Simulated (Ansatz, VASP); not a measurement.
# Two plane-wave programs on Si4GePt

```
Si Ge Pt
1.0
     2.93128   -4.34259    0.00000
     2.93128    4.34259    0.00000
     0.00000    0.00000    4.01615
Si Ge Pt
4 1 1
Direct
  0.31148 0.68852 0.00000
  0.68852 0.31148 0.00000
  0.50000 0.00000 0.50000
  0.00000 0.50000 0.50000
  0.00000 0.00000 0.00000
  0.50000 0.50000 0.50000
```

Change from the starting cell: species swapped into the CeSiNi4 type (Cmmm, No. 65).

Alike in both runs: functional PBE; k mesh 8 × 8 × 10; occupations gaussian, width 0.1 eV; no spin polarisation.

Ansatz relaxed the structure, and its values are those at the end. VASP's run is a single point on that final structure, the one shown.

|  | VASP | Ansatz |
| --- | --- | --- |
| version | VASP 6.6.1 | Ansatz 0.2.0 |
| potentials or method | VASP PAW PBE potentials, release 64 (Si, Ge_d, Pt), cutoff 520 eV | scalar-relativistic, plane waves, PAW |
| valence electrons in the cell | 40 | 48 |

Ansatz gave:

```
gap on the k mesh at the Fermi level (eV) : none
pressure (GPa)                            : 0.0
```

Question: Which values does VASP return?

Answer: gap on the k mesh at the Fermi level (eV): none; pressure (GPa): -0.1.

A gap of «none» marks a metal or a gap that the smearing closes. VASP's potentials hold 40 valence electrons a cell and Ansatz's 48, so a difference there can come from the potentials and not from the codes.

Spin-orbit coupling is off throughout.
